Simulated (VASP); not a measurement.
Here is a VASP 6.6.1 calculation.

The input INCAR:

```
SYSTEM = InSb
PREC = Accurate
ENCUT = 520
EDIFF = 1E-6
ISMEAR = 0
SIGMA = 0.15
LREAL = .FALSE.
LASPH = .TRUE.
NELM = 100
ALGO = Normal
ISIF = 2
LWAVE = .FALSE.
LCHARG = .TRUE.
GGA = PE
LELF = .TRUE.
LVHAR = .TRUE.
NBANDS = 16
```

KPOINTS

```
regular mesh
0
G
  12 12 12
  0 0 0
```

File POSCAR:

```
InSb
1.0
    0.0000000000      3.2391000000      3.1095360000
    3.2391000000      0.0000000000      3.1095360000
    3.2391000000      3.2391000000      0.0000000000
In Sb
1 1
Direct
    0.0000000000      0.0000000000      0.0000000000
    0.7500000000      0.7500000000      0.7500000000
```

Potentials or basis: VASP PAW PBE potentials, release 64 (In_d, Sb).

The run is started by

```console
$ cat potpaw_PBE.64/In_d/POTCAR potpaw_PBE.64/Sb/POTCAR > POTCAR
$ mpirun -np 1 vasp_std > vasp.out
```

(1) What does it give for the band gap on the k mesh?

(2) Predict the pressure.

Results:

(1) 0.09 eV.

(2) 5.4 GPa.

Caveat: the cell differs from its parent crystal (strain -0.0400 x Voigt [0, 0, 1, 0, 0, 0]); the cell stands under pressure; the smearing spreads over this small gap; semilocal functionals underestimate gaps, and a narrow one can read as zero; spin-orbit coupling is left out, which moves the levels of the heavy elements.
